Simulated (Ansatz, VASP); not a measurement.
## One calculation of W, two programs

```
W
1.0
     0.00000    1.94880    2.19240
     1.94880    0.00000    2.19240
     1.94880    1.94880    0.00000
W
1
Cartesian
  0.0000 0.0000 0.0000
```

Change from the starting cell: strain -0.040 along x and y, +0.080 along z, atoms carried along.

Alike in both runs: task single point; functional PBEsol; k mesh 20 × 20 × 20; occupations gaussian, width 0.15 eV; no spin polarisation.

|  | VASP | Ansatz |
| --- | --- | --- |
| version | VASP 6.6.1 | Ansatz 0.2.0 |
| potentials or method | VASP PAW PBE potentials, release 64 (W_sv), cutoff 520 eV | scalar-relativistic, plane waves, PAW |
| valence electrons in the cell | 14 | 14 |

|  | VASP | Ansatz | Ansatz less VASP |
| --- | --- | --- | --- |
| gap on the k mesh at the Fermi level (eV) | none | none | - |
| pressure (GPa) | -10.9 | -11.4 | -0.44 |
| traceless stress, the component that is largest in VASP (GPa) | 6.85 | 6.87 | +0.020 |

VASP's potentials were made for PBE, not for PBEsol. A gap of «none» marks a metal or a gap that the smearing closes.

Neither program's run includes spin-orbit coupling.
